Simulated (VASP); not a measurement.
# Sb: relaxation of shape and atoms at fixed volume with PBE

The system is Sb.

```
CELL_PARAMETERS angstrom
2.13956 1.23528 3.65805
-2.13956 1.23528 3.65805
0.00000 -2.47055 3.65805
ATOMIC_POSITIONS crystal
Sb 0.23614 0.23614 0.23614
Sb 0.76386 0.76386 0.76386
```

- Program: VASP 6.6.1
- Task: relaxation of shape and atoms at fixed volume
- Functional: PBE
- Potentials or basis: VASP PAW PBE potentials, release 64 (Sb)
- Cutoff: 600 eV
- k mesh: 18 × 18 × 18
- Occupations: gaussian, width 0.1 eV
- Spin: no spin polarisation
- Dipole correction: no
- Further INCAR settings: ALGO = Normal; EDIFF = 1e-07; IBRION = 2; EDIFFG = -0.01; NSW = 50; ISIF = 4

The energy gained by relaxing is 2.5 meV/atom. The ionic steps are 6. The pressure after relaxing is 3.8 GPa and the band gap on the k mesh is zero (bands 5 and 6 overlap by 0.34 eV).

The path:
```tsv
step	energy change (eV)	largest force (eV/Å)	pressure (GPa)	volume (Å³)
1	0.0000	0.1895	4.56	58.01
2	-0.0030	0.1076	4.28	58.01
3	-0.0048	0.0307	3.80	58.01
4	-0.0049	0.0141	3.86	58.01
5	-0.0050	0.0074	3.86	58.01
6	-0.0051	0.0014	3.85	58.01
```

Final structure:
```xyz
2
Lattice="2.1510 1.2419 3.6193 -2.1510 1.2419 3.6193 0.0000 -2.4837 3.6193" Properties=species:S:1:pos:R:3 pbc="T T T"
Sb    0.0000    0.0000    2.5876
Sb    0.0000    0.0000    8.2703
```

Levels at points of the mesh, in eV from the Fermi level:
```csv
k point,band 3,band 4,band 5,band 6,band 7,band 8
"(0.00, 0.00, 0.00)",-1.93,-1.81,-1.81,2.62,3.01,3.01
"(0.50, 0.00, 0.00)",-1.59,-1.41,-0.32,-0.04,0.15,0.30
"(0.50, 0.50, 0.00)",-5.73,-3.83,-3.79,1.68,5.29,5.58
"(0.50, 0.50, 0.50)",-1.17,-1.17,-0.30,-0.14,-0.14,0.90
```

Wall time 8.5 min on 1 thread of AMD EPYC 9R45 96-Core Processor (Zen 5), with other jobs on the host, peak memory 0.46 GiB.

Caveat: spin-orbit coupling is left out, which moves the levels of the heavy elements.
